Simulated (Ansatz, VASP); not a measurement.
## One calculation of TaN, two programs

File INCAR:

```
ALGO = Normal
EDIFF = 1E-8
ENCUT = 520
GGA = PS
GGA_COMPAT = F
ISIF = 2
ISMEAR = -1
LASPH = T
LCHARG = F
LEFG = T
LREAL = F
LWAVE = F
NBANDS = 16
NELM = 120
PREC = Accurate
SIGMA = 0.02
```

Contents of KPOINTS:

```
k-points
0
Gamma
  12 12 10
```

POSCAR

```
TaN
1.0
    2.8982913036      0.0000000000      0.0000000000
   -1.4491456518      2.5099938965      0.0000000000
    0.0000000000      0.0000000000      2.8440357641
Ta N
1 1
Direct
    0.3333333333      0.6666666667      0.5000000000
    0.0000000000      0.0000000000      0.0000000000
```

Input for Ansatz:

```yaml
crystal:
  lattice:
    - [2.8982913036, 0.0, 0.0]
    - [-1.4491456518, 2.5099938965, 0.0]
    - [0.0, 0.0, 2.8440357641]
  atoms:
    - { symbol: Ta, position: [0.3333333333, 0.6666666667, 0.5] }
    - { symbol: "N", position: [0.0, 0.0, 0.0] }
kpoints:
  mp_grid: { grid: [12, 12, 10] }
scf:
  occupations: { method: fermi_dirac, width: 0.02 }
hamiltonian:
  xc: pbesol
  pseudopotentials: { kind: paw }
output:
  forces: true
  stress: true
  eigenvalues: true
  efg: { contact_densities: true }
  write_density: true
  write_potential: true
  elf: true
  volumetric_format: npy
```

Change from the starting cell: volume scaled by 0.96, PAW files.

Alike in both runs: task electric field gradients; functional PBEsol; k mesh 12 × 12 × 10; occupations fermi-dirac, width 0.02 eV; no spin polarisation.

|  | VASP | Ansatz |
| --- | --- | --- |
| version | VASP 6.6.1 | Ansatz 0.2.0 |
| potentials or method | VASP PAW PBE potentials, release 64 (Ta_sv_GW, N) | PAW with Ansatz's default frozen-core files, scalar-relativistic |
| plane-wave cutoff (eV) | 520 | 420 |
| valence electrons in the cell | 18 | 18 |

VASP gave:

* size of Vzz on the site where it differs most (V/Å²): 29.1

**Question.** What did Ansatz give for the same quantities?

**Answer.** Size of Vzz on the site where it differs most (V/Å²): 46.0.

VASP's potentials were made for PBE, not for PBEsol.

Neither program's run includes spin-orbit coupling.
